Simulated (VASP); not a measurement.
# MgS (R3m) in VASP: a series of runs, part 2 of 3

VASP 6.6.1. Earlier steps stand in the parts before.

### 3 Single point, PBEsol (atoms displaced along a vibrational mode, the cell strained)

The input, INCAR:

```
  PREC = Accurate
  ENCUT = 520
  EDIFF = 1E-7
  ISMEAR = 0
  SIGMA = 0.05
  LREAL = F
  LASPH = T
  NELM = 80
  ALGO = Normal
  ISIF = 2
  LWAVE = F
  LCHARG = F
  GGA = PS
  NBANDS = 16
  ISYM = 0
```

The input, KPOINTS:

```
Automatic mesh
0
Gamma
  9 9 8
```

The input, POSCAR:

```
MgS
1.0
    0.0000000000     -2.7905715376     -2.7905715376
   -2.7905715376      0.0000000000     -2.7905715376
    2.7905715376      2.7905715376     -5.5811430751
Mg S
2 2
Direct
    0.0034727112      0.0034727112     -0.0104196587
    0.4965272888      0.4965272888      0.5104196587
    0.3765685810      0.3765685810      0.8702954498
    0.8734314190      0.8734314190      0.3797045502
```

Potentials or basis: VASP PAW PBE potentials, release 64 (Mg, S).

Started as:

```console
> cat potpaw_PBE.64/Mg/POTCAR potpaw_PBE.64/S/POTCAR > POTCAR
> mpirun -np 1 vasp_std > vasp.out
```

OUTCAR:

```text
PREC = Accurate
   ENCUT = 520
   EDIFF = 1E-7
   ISMEAR = 0
   LREAL = F
   LASPH = T
   NELM = 80
   ISIF = 2
   GGA = PS
   ISYM = 0

 ion  position               nearest neighbor table
   1  0.003  0.003  0.990-   3 2.40   3 2.40   3 2.40   4 2.51
   2  0.497  0.497  0.510-   3 2.32   4 2.43   4 2.43   4 2.43
   3  0.377  0.377  0.870-   2 2.32   1 2.40   1 2.40   1 2.40
   4  0.873  0.873  0.380-   2 2.43   2 2.43   2 2.43   1 2.51

IMPORTANT INFORMATION: All symmetrisations will be switched off!
NOSYMM: (Re-)initialisation of all symmetry stuff for point group C_1.

----------------------------------------------------------------------------------------

                                     Primitive cell

  volume of cell :      86.9240

  direct lattice vectors                    reciprocal lattice vectors
     0.000000000 -2.790571538 -2.790571538     0.089587383 -0.268762148 -0.089587383
    -2.790571538  0.000000000 -2.790571538    -0.268762148  0.089587383 -0.089587383
     2.790571538  2.790571538 -5.581143075     0.089587383  0.089587383 -0.089587383

  length of vectors
     3.946464115  3.946464115  6.835476358     0.297127734  0.297127734  0.155169898

  position of ions in fractional coordinates (direct lattice)
     0.003472711  0.003472711  0.989580341
     0.496527289  0.496527289  0.510419659
     0.376568581  0.376568581  0.870295450
     0.873431419  0.873431419  0.379704550

  ion indices of the primitive-cell ions
   primitive index   ion index
                 1           1
                 2           2
                 3           3
                 4           4

----------------------------------------------------------------------------------------

 KPOINTS: Automatic mesh

Automatic generation of k-mesh.
 Grid dimensions read from file:
[... 101 lines left out ...]
   EFERMI =   0.00;   METHOD = LEGACY
   ISMEAR =     0;   SIGMA  =   0.05  broadening in eV -4-tet -1-fermi 0-gaus
   EFERMI_NEDOS =   21; number of points for ismear=-14 and -15
   IALGO  =     38    algorithm
   IMIX   =      4    mixing-type and parameters
     AMIX     =   0.40;   BMIX     =  1.00
     AMIX_MAG =   1.60;   BMIX_MAG =  1.00
  volume/ion in A,a.u.               =      21.73       146.65
  Fermi-wavevector in a.u.,A,eV,Ry     =   0.931254  1.759816 11.799445  0.867235
  Thomas-Fermi vector in A             =   2.057728
   LORBIT       =      0    0 simple, 1 ext, 2 COOP (PROOUT), +10 PAW based schemes
   GGA     = PS    functional components
   LHFCALC =     F    Hartree Fock is set to
   AEXX    =    0.0000 exact exchange contribution
   IVDW    =     0    specifies the selected vdW correction
   LEPSILON=     F    determine dielectric tensor
   LRPA    =     F    only Hartree local field effects (RPA)
 non-spin polarized calculation
 Gauss-broadening in eV      SIGMA  =   0.05
  energy-cutoff  :      520.00
  volume of cell :       86.92
 maximum number of plane-waves:      2381
 NGX is ok and might be reduce to    30
   NGX = 15   NGY = 15   NGZ = 25

 number of electron      16.0000000 magnetization

 Free energy of the ion-electron system (eV)
  ---------------------------------------------------
  ext. energy  EPLUGINS =         0.00000000
  ---------------------------------------------------
  free energy    TOTEN  =       -17.74651317 eV

  energy without entropy =      -17.74651317  energy(sigma->0) =      -17.74651317

 E-fermi :   1.6812     XC(G=0):  -8.7425

 val. band max:        1.4117994116   @ k =   0.0000   0.0000   0.0000
 cond. band min:       4.7556598941   @ k =   0.0000   0.0000   0.0000
 fundamental gap:      3.3438604826
 Fermi energy:         1.6811584990

 k-point     1 :       0.0000    0.0000    0.0000
  band No.  band energies     occupation
      1     -10.2264      2.00000
      2      -9.3081      2.00000
      3      -2.0719      2.00000
      4       0.7837      2.00000
      5       0.7837      2.00000
      6       1.2852      2.00000
[... 433 lines left out ...]
      3      -1.3408      2.00000
      4      -1.0989      2.00000
      5      -0.6866      2.00000
      6       0.3707      2.00000
[... 8 lines left out ...]
     15      10.3861      0.00000
     16      10.8222      0.00000

 [... further k-points ...]
[... 5 lines left out ...]
  --------------------------------------------------------------------------------------
  -------------------------------------------------------------------------------------
  Total        1.3877530      1.3877533      1.3877624      0.1317124     -0.1317174     -0.1317179
  in kB       25.5789845     25.5789897     25.5791575      2.4277162     -2.4278075     -2.4278169
  external PRESSURE =      25.5790439 kB  Pullay stress =       0.0000000 kB

 VOLUME and BASIS-vectors are now :
 -----------------------------------------------------------------------------
  energy-cutoff  :      520.00
  volume of cell :       86.92
      direct lattice vectors                 reciprocal lattice vectors
     0.000000000 -2.790571538 -2.790571538     0.089587383 -0.268762148 -0.089587383
    -2.790571538  0.000000000 -2.790571538    -0.268762148  0.089587383 -0.089587383
     2.790571538  2.790571538 -5.581143075     0.089587383  0.089587383 -0.089587383

 POSITION                                       TOTAL-FORCE (eV/Angst)
 -----------------------------------------------------------------------------------
      2.75180      2.75180     -5.54237         0.376305      0.376305     -0.376357
      0.03877      0.03877     -5.61991        -0.514914     -0.514914      0.514958
      1.37778      1.37778     -6.95893         0.351007      0.351007     -0.350928
     -1.37778     -1.37778     -6.99393        -0.212398     -0.212398      0.212327
 -----------------------------------------------------------------------------------
    total drift:                               -0.000002     -0.000002      0.000001

  FREE ENERGIE OF THE ION-ELECTRON SYSTEM (eV)
  ---------------------------------------------------
  free  energy   TOTEN  =       -17.7465131688 eV

  energy  without entropy=      -17.7465131688  energy(sigma->0) =      -17.74651317
```

It took 9.9 min on 1 thread of Oxide Virtual Turin-like, shared host; peak memory 0.49 GiB.

Results:

* Free energy: -17.7465 eV
* Pressure: 2.6 GPa
* Largest force: 0.892 eV/Å
* Band gap on the k mesh: 3.34 eV

Forces on the atoms (eV/Å):
```
Mg   0.376  0.376 -0.376
Mg  -0.515 -0.515  0.515
S    0.351  0.351 -0.351
S   -0.212 -0.212  0.212
```

Caveat: the cell differs from its parent crystal (atoms displaced along a vibrational mode, the cell strained); the PAW data sets were made with another functional, which shifts forces and pressure a little. A k mesh can miss the band edges.

### 4 Single point, PBEsol (atoms displaced along a vibrational mode, the cell strained)

The input, INCAR:

```
SYSTEM = MgS
PREC = Accurate ; ENCUT = 520
EDIFF = 1E-7 ; ISMEAR = 0
SIGMA = 0.05 ; LREAL = .False.
LASPH = .True. ; NELM = 80
ALGO = Normal ; ISIF = 2
LWAVE = .False. ; LCHARG = .True.
GGA = PS ; LELF = .True.
LVHAR = .True. ; NBANDS = 16
ISYM = 0
```

The input, KPOINTS:

```
regular mesh
0
Gamma
  9 9 8
  0 0 0
```

The input, POSCAR:

```
MgS
1.0
    0.0000000000     -2.8965426086     -2.8965426086
   -2.8965426086      0.0000000000     -2.8965426086
    2.8965426086      2.8965426086     -5.7930852172
Mg S
2 2
Direct
    0.0034727112      0.0034727112     -0.0104196587
    0.4965272888      0.4965272888      0.5104196587
    0.3765685810      0.3765685810      0.8702954498
    0.8734314190      0.8734314190      0.3797045502
```

Potentials or basis: VASP PAW PBE potentials, release 64 (Mg, S).

Started as:

```console
> cat potpaw_PBE.64/Mg/POTCAR potpaw_PBE.64/S/POTCAR > POTCAR
> mpirun -np 1 vasp_std > vasp.out
```

OUTCAR:

```text
SYSTEM = MgS
   PREC = Accurate
   ENCUT = 520
   EDIFF = 1E-7
   ISMEAR = 0
   LREAL = .False.
   LASPH = .True.
   NELM = 80
   ISIF = 2
   GGA = PS
   ISYM = 0

 ion  position               nearest neighbor table
   1  0.003  0.003  0.990-   3 2.50   3 2.50   3 2.50   4 2.61
   2  0.497  0.497  0.510-   3 2.41   4 2.52   4 2.52   4 2.52
   3  0.377  0.377  0.870-   2 2.41   1 2.50   1 2.50   1 2.50
   4  0.873  0.873  0.380-   2 2.52   2 2.52   2 2.52   1 2.61

IMPORTANT INFORMATION: All symmetrisations will be switched off!
NOSYMM: (Re-)initialisation of all symmetry stuff for point group C_1.
[... 638 lines left out ...]
  --------------------------------------------------------------------------------------
  -------------------------------------------------------------------------------------
  Total       -2.1697834     -2.1697833     -2.1698052      0.1065699     -0.1066365     -0.1066366
  in kB      -35.7624454    -35.7624437    -35.7628049      1.7564889     -1.7575866     -1.7575880
  external PRESSURE =     -35.7625647 kB  Pullay stress =       0.0000000 kB

 VOLUME and BASIS-vectors are now :
 -----------------------------------------------------------------------------
  energy-cutoff  :      520.00
  volume of cell :       97.21
      direct lattice vectors                 reciprocal lattice vectors
     0.000000000 -2.896542609 -2.896542609     0.086309795 -0.258929386 -0.086309795
    -2.896542609  0.000000000 -2.896542609    -0.258929386  0.086309795 -0.086309795
     2.896542609  2.896542609 -5.793085217     0.086309795  0.086309795 -0.086309795

 POSITION                                       TOTAL-FORCE (eV/Angst)
 -----------------------------------------------------------------------------------
      2.85630      2.85630     -5.75284         0.286063      0.286063     -0.286095
      0.04024      0.04024     -5.83333        -0.394143     -0.394143      0.394175
      1.43010      1.43010     -7.22319         0.238220      0.238220     -0.238337
     -1.43010     -1.43010     -7.25952        -0.130140     -0.130140      0.130258
 -----------------------------------------------------------------------------------
    total drift:                               -0.000001     -0.000001     -0.000001

  FREE ENERGIE OF THE ION-ELECTRON SYSTEM (eV)
  ---------------------------------------------------
  free  energy   TOTEN  =       -17.6967720044 eV

  energy  without entropy=      -17.6967720044  energy(sigma->0) =      -17.69677200
```

OSZICAR:

```text
N       E                     dE             d eps       ncg     rms          rms(c)
DAV:   1     0.607487636380E+02    0.60749E+02   -0.59391E+03 10400   0.794E+02
DAV:   2    -0.124991366615E+02   -0.73248E+02   -0.66840E+02 15136   0.134E+02
DAV:   3    -0.186303798856E+02   -0.61312E+01   -0.61064E+01 14160   0.424E+01
DAV:   4    -0.187058813355E+02   -0.75501E-01   -0.75490E-01 12992   0.581E+00
DAV:   5    -0.187072705746E+02   -0.13892E-02   -0.13892E-02 14296   0.800E-01    0.510E+00
DAV:   6    -0.177710544809E+02    0.93622E+00   -0.13838E+00 10824   0.539E+00    0.365E+00
DAV:   7    -0.176950512934E+02    0.76003E-01   -0.30130E-01 13184   0.255E+00    0.265E+00
DAV:   8    -0.176992579181E+02   -0.42066E-02   -0.33593E-02 13944   0.121E+00    0.167E+00
DAV:   9    -0.176965857930E+02    0.26721E-02   -0.46224E-03 13000   0.420E-01    0.475E-01
DAV:  10    -0.176966557308E+02   -0.69938E-04   -0.59458E-04 14720   0.115E-01    0.178E-01
DAV:  11    -0.176967728896E+02   -0.11716E-03   -0.17664E-04 12720   0.718E-02    0.629E-02
DAV:  12    -0.176967718963E+02    0.99329E-06   -0.16107E-05 14392   0.246E-02    0.381E-02
DAV:  13    -0.176967716790E+02    0.21728E-06   -0.66026E-06 12976   0.135E-02    0.444E-03
DAV:  14    -0.176967721689E+02   -0.48986E-06   -0.54508E-07 13648   0.372E-03    0.787E-03
DAV:  15    -0.176967720561E+02    0.11281E-06   -0.10121E-07 10336   0.170E-03    0.273E-03
DAV:  16    -0.176967720044E+02    0.51671E-07   -0.29925E-08  6936   0.954E-04
   1 F= -.17696772E+02 E0= -.17696772E+02  d E =-.153436E-11
```

stdout:

```text
POSCAR found type information on POSCAR MgS
 POSCAR found :  2 types and       4 ions
 scaLAPACK will be used
 -----------------------------------------------------------------------------
|                                                                             |
|                                                                             |
[... 21 lines left out ...]
|     Results are often still useful ...                                      |
|                                                                             |
 -----------------------------------------------------------------------------

 POSCAR, INCAR and KPOINTS ok, starting setup
 FFT: planning ... GRIDC
 FFT: planning ... GRID_SOFT
 FFT: planning ... GRID
 WAVECAR not read
 entering main loop
```

Run time: 6.4 min. Hardware: 1 thread of Oxide Virtual Turin-like, shared host; peak memory 0.53 GiB.

Results:

```
Free energy            : -17.6968 eV
Pressure               : -3.6 GPa
Largest force          : 0.683 eV/Å
Band gap on the k mesh : 2.81 eV
```

Forces in eV/Å, atoms in the order of the input:
```
Mg   0.286  0.286 -0.286
Mg  -0.394 -0.394  0.394
S    0.238  0.238 -0.238
S   -0.130 -0.130  0.130
```

Caveat: the cell differs from its parent crystal (atoms displaced along a vibrational mode, the cell strained); the cell stands under tension; the PAW data sets were made with another functional, which shifts forces and pressure a little. A k mesh can miss the band edges.

(Part 2 of 3 ends here.)
